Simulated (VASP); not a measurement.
CO2:

```xyz
6
Lattice="4.3820 0.0000 0.0000 0.0000 4.3820 0.0000 0.0000 0.0000 4.7604" Properties=species:S:1:pos:R:3 pbc="T T T"
C     2.1910    2.1910    2.3802
C     0.0000    0.0000    0.0000
O     1.3727    3.0093    2.3802
O     3.0093    1.3727    2.3802
O     0.8183    0.8183    0.0000
O     3.5637    3.5637    0.0000
```

| Property | Result |
| --- | --- |
| Program | VASP 6.6.1 |
| Task | relaxation of shape and atoms at fixed volume |
| Functional | PBE |
| Dispersion | D3(BJ) |
| Potentials or basis | VASP PAW PBE potentials, release 64 (C, O) |
| Cutoff | 600 eV |
| k mesh | 6 × 6 × 6 |
| Occupations | gaussian, width 0.02 eV |
| Spin | no spin polarisation |

At the start: pressure 4.9 GPa; volume 15.23 Å³/atom.

Q: Where does the relaxation end?

A: Over 4 steps the energy falls by 10.8 meV/atom; space group P4_2/mnm (No. 136, to 0.1 Å) before and after.

Step by step:
```tsv
step	energy change (eV)	largest force (eV/Å)	pressure (GPa)	volume (Å³)
1	0.0000	1.9037	4.88	91.41
2	1.2851	6.7782	-19.66	91.41
3	-0.0645	0.0963	-0.43	91.41
4	-0.0647	0.0093	-0.19	91.41
```

Final structure:
```cif
data_structure
_symmetry_space_group_name_H-M 'P 1'
_symmetry_Int_Tables_number 1
_cell_length_a 4.3901
_cell_length_b 4.3901
_cell_length_c 4.7428
_cell_angle_alpha 90.000
_cell_angle_beta 90.000
_cell_angle_gamma 90.000
_cell_volume 91.41
loop_
_atom_site_label
_atom_site_type_symbol
_atom_site_fract_x
_atom_site_fract_y
_atom_site_fract_z
_atom_site_occupancy
C1 C 0.50000 0.50000 0.50000 1
C2 C 0.00000 0.00000 0.00000 1
O1 O 0.31079 0.68921 0.50000 1
O2 O 0.68921 0.31079 0.50000 1
O3 O 0.18921 0.18921 0.00000 1
O4 O 0.81079 0.81079 0.00000 1
```

Where two steps share one volume, the run began anew on that cell with a basis built for it.
